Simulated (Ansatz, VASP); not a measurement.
# HICl in VASP and in Ansatz

The input INCAR:

```
PREC     = Accurate       # precision mode
ENCUT    = 520            # plane-wave cutoff, eV
EDIFF    = 1E-7           # SCF threshold, eV
ISMEAR   = -1             # smearing method
SIGMA    = 0.134          # smearing width, eV
LREAL    = F              # projectors in reciprocal space
LASPH    = T              # aspherical terms in the spheres
NELM     = 80             # most SCF steps
ALGO     = Normal         # electronic algorithm
ISIF     = 2              # what is computed and relaxed
LWAVE    = F              # write WAVECAR
LCHARG   = F              # write CHGCAR
GGA      = PS             # functional
NBANDS   = 24             # bands
```

KPOINTS

```
Automatic mesh
0
Gamma
  8 10 4
```

POSCAR

```
HICl
1.0
    4.0543070000      0.0000000000      0.0000000000
    0.0000000000      3.5137320000      0.0000000000
    0.0000000000      0.0000000000      8.0587450000
I H Cl
2 2 2
Direct
    0.0000000000      0.5000000000      0.1210000000
    0.5000000000      0.0000000000      0.8790000000
    0.0000000000      0.0000000000      0.9700000000
    0.5000000000      0.5000000000      0.0300000000
    0.0000000000      0.0000000000      0.3450000000
    0.5000000000      0.5000000000      0.6550000000
```

Input for Ansatz:

```yaml
crystal:
  lattice:
    - [4.054307, 0.0, 0.0]
    - [0.0, 3.513732, 0.0]
    - [0.0, 0.0, 8.058745]
  atoms:
    - { symbol: I, position: [0.0, 0.5, 0.121] }
    - { symbol: I, position: [0.5, 0.0, 0.879] }
    - { symbol: H, position: [0.0, 0.0, 0.97] }
    - { symbol: H, position: [0.5, 0.5, 0.03] }
    - { symbol: Cl, position: [0.0, 0.0, 0.345] }
    - { symbol: Cl, position: [0.5, 0.5, 0.655] }
  symmetry: { tolerance: 0.0003 }
kpoints:
  mp_grid: { grid: [8, 10, 4], shift: [0, 0, 0] }
  band_path:
    path:
      - [0.0, 0.0, 0.0]
      - [0.0, 0.5, 0.0]
      - [-0.5, 0.5, 0.0]
      - [-0.5, 0.0, 0.0]
      - [0.0, 0.0, 0.0]
      - [0.0, 0.0, 0.5]
      - [0.0, 0.5, 0.5]
      - [-0.5, 0.5, 0.5]
      - [-0.5, 0.0, 0.5]
      - [0.0, 0.0, 0.5]
      - [0.0, 0.5, 0.0]
    npoints: 6
magnetization:
  spin_polarized: false
scf:
  occupations: { method: fermi_dirac, width: 0.134 }
  lower_state_search: "off"
  max_iter: 200
hamiltonian:
  pseudopotentials: { kind: paw }
  xc: pbesol
basis:
  ecutwfc: 420
  fft_grid_basis: typed
output:
  forces: true
  stress: true
  eigenvalues: true
  bader: true
  populations: true
  elf: true
  write_potential: true
  volumetric_format: npy
  dos:
    e_range: [-12, 8]
    de: 0.05
    projected: { site_lists: { Cl: [Cl], H: [H], I: [I] } }
checkpoint:
  read: saved_state
```

Alike in both runs: task single point; functional PBEsol; k mesh 8 × 10 × 4; occupations fermi-dirac, width 0.134 eV; no spin polarisation.

```csv
,VASP,Ansatz
version,VASP 6.6.1,Ansatz 0.2.0
potentials or method,"VASP PAW PBE potentials, release 64 (I, H, Cl), cutoff 520 eV",PAW plane waves
valence electrons in the cell,30,50
```

|  | VASP | Ansatz | Ansatz less VASP |
| --- | --- | --- | --- |
| pressure (GPa) | 15.9 | 16.0 | +0.10 |
| traceless stress, the component that is largest in VASP (GPa) | -6.84 | -6.92 | -0.077 |
| rms of the force components (eV/Å) | 1.110 | 1.115 | +0.0049 |

VASP's potentials were made for PBE, not for PBEsol. Atom by atom the forces differ by 0.006 eV/Å (rms over components). The functional is the same, so the differences come from potentials, cutoffs and numerics. VASP's potentials hold 30 valence electrons a cell and Ansatz's 50, so a difference there can come from the potentials and not from the codes.

Spin-orbit coupling is off throughout.
